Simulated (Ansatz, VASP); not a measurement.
**Two plane-wave programs on P**

INCAR

```
SYSTEM = P
PREC = Accurate ; ENCUT = 520
EDIFF = 1E-6 ; ISMEAR = 0
SIGMA = 0.15 ; LREAL = .False.
LASPH = .True. ; NELM = 60
ALGO = Normal ; ISIF = 2
LWAVE = .False. ; LCHARG = .True.
GGA = PS ; LELF = .True.
LVHAR = .True. ; NBANDS = 12
```

The input KPOINTS:

```
regular mesh
0
Gamma
  18 18 18
  0 0 0
```

The input POSCAR:

```
P
1.0
    1.7257251780      0.9963478961      3.1296800121
   -1.7257251780      0.9963478961      3.1296800121
    0.0000000000     -1.9926957921      3.1296800121
P
2
Direct
    0.1518053382      0.1518053382      0.3776300736
    0.7729197500      0.7729197500      0.7729197500
```

Input for Ansatz:

```yaml
crystal:
  lattice:
    - [1.725725178, 0.9963478961, 3.1296800121]
    - [-1.725725178, 0.9963478961, 3.1296800121]
    - [0.0, -1.9926957921, 3.1296800121]
  atoms:
    - { symbol: P, position: [0.1518053382, 0.1518053382, 0.3776300736] }
    - { symbol: P, position: [0.77291975, 0.77291975, 0.77291975] }
basis:
  ecutwfc: 420
kpoints:
  mp_grid: { grid: [18, 18, 18] }
hamiltonian:
  xc: pbesol
scf:
  occupations: { method: gaussian, width: 0.15 }
output:
  forces: true
  stress: true
  eigenvalues: true
```

Alike in both runs: task single point; functional PBEsol; k mesh 18 × 18 × 18; occupations gaussian, width 0.15 eV; no spin polarisation.

|  | VASP | Ansatz |
| --- | --- | --- |
| version | VASP 6.6.1 | Ansatz 0.2.0 |
| potentials or method | VASP PAW PBE potentials, release 64 (P), cutoff 520 eV | scalar-relativistic, plane waves, PAW |
| valence electrons in the cell | 10 | 10 |

|  | VASP | Ansatz | Ansatz less VASP |
| --- | --- | --- | --- |
| gap on the k mesh at the Fermi level (eV) | none | none | - |
| pressure (GPa) | 12.2 | 12.3 | +0.13 |
| traceless stress, the component that is largest in VASP (GPa) | 20.61 | 20.95 | +0.339 |
| rms of the force components (eV/Å) | 3.020 | 3.061 | +0.0418 |

VASP's potentials were made for PBE, not for PBEsol. Atom by atom the forces differ by 0.043 eV/Å (rms over components). A gap of «none» marks a metal or a gap that the smearing closes.
